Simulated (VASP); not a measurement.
Write the native input for VASP 6.6.1 that does the following.

```yaml
Task: single point
Functional: LDA
Potentials_or_basis: VASP PAW LDA potentials, release 64 (K_sv, Pb_d, O)
Cutoff: 520 eV
k_mesh: 4 × 4 × 4
Occupations: gaussian, width 0.05 eV
Spin: no spin polarisation
Dipole_correction: no
Further_INCAR_settings: ALGO = Normal; EDIFF = 1e-06; NBANDS = 28
```

The structure of KPbO3 lies in POSCAR:

```
KPbO3
1.0
    4.2217426851      0.0000000000      0.0000000000
    0.0000000000      4.2217426851      0.0000000000
    0.0000000000      0.0000000000      4.2217426851
K Pb O
1 1 3
Direct
    0.0000000000      0.0000000000      0.0000000000
    0.5000000000      0.5000000000      0.5000000000
    0.5000000000      0.5000000000      0.0000000000
    0.0000000000      0.5000000000      0.5000000000
    0.5000000000      0.0000000000      0.5000000000
```

These files were run (other wordings do the same):

INCAR

```
SYSTEM = KPbO3
PREC     = Accurate       ! precision mode
ENCUT    = 520            ! plane-wave cutoff, eV
EDIFF    = 1E-6           ! SCF threshold, eV
ISMEAR   = 0              ! smearing method
SIGMA    = 0.05           ! smearing width, eV
LREAL    = .FALSE.        ! projectors in reciprocal space
LASPH    = .TRUE.         ! aspherical terms in the spheres
NELM     = 100            ! most SCF steps
ALGO     = Normal         ! electronic algorithm
ISIF     = 2              ! what is computed and relaxed
LWAVE    = .FALSE.        ! write WAVECAR
LCHARG   = .TRUE.         ! write CHGCAR
LELF     = .TRUE.         ! ELF
LVHAR    = .TRUE.       
NBANDS   = 28             ! bands
```

KPOINTS

```
Automatic mesh
0
G
  4 4 4
  0 0 0
```

Potentials or basis: VASP PAW LDA potentials, release 64 (K_sv, Pb_d, O).

Launch:

```bash
$ cat potpaw_LDA.64/K_sv/POTCAR potpaw_LDA.64/Pb_d/POTCAR potpaw_LDA.64/O/POTCAR > POTCAR
$ mpirun -np 1 vasp_std > vasp.out
```

It gave:

* Pressure: -1.3 GPa

Caveat: the k points lie up to 0.37 Å⁻¹ apart; an odd number of electrons without spin polarisation forces a metal; a magnetic or distorted state may lie lower.

Wall time 11 s on 1 thread of Intel(R) Xeon(R) 6975P-C (Granite Rapids) (shared host), peak memory 0.16 GiB.
